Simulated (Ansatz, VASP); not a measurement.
One calculation of Ru, two programs

```
Ru
1.0
     2.65818    0.00000    0.00000
    -1.32909    3.50972    0.00000
     0.00000    0.00000   24.48520
Ru
2
Direct
  0.63254 0.26507 0.28136
  0.36746 0.73493 0.33126
```

Alike in both runs: functional PBE; k mesh 6 × 6 × 1; occupations gaussian, width 0.1 eV; no spin polarisation.

Ansatz relaxed the structure, and its values are those at the end. VASP's run is a single point on that final structure, the one shown.

|  | VASP | Ansatz |
| --- | --- | --- |
| version | VASP 6.6.1 | Ansatz 0.2.0 |
| potentials or method | VASP PAW PBE potentials, release 64 (Ru_pv), cutoff 520 eV | scalar-relativistic, plane waves, PAW |
| valence electrons in the cell | 28 | 32 |

Ansatz gave:

```
gap on the k mesh at the Fermi level (eV) : none
rms of the force components (eV/Å)        : 0.004
```

Problem. What did VASP give for the same quantities?

Solution. gap on the k mesh at the Fermi level (eV): none; rms of the force components (eV/Å): 0.082.

A gap of «none» marks a metal or a gap that the smearing closes. With one functional, cell and mesh, what is left measures potentials, basis and numerics. VASP's potentials hold 28 valence electrons a cell and Ansatz's 32, so a difference there can come from the potentials and not from the codes. Ansatz's warnings: slab cell height set.

The k mesh is coarse, so the values compare programs but aren't converged.
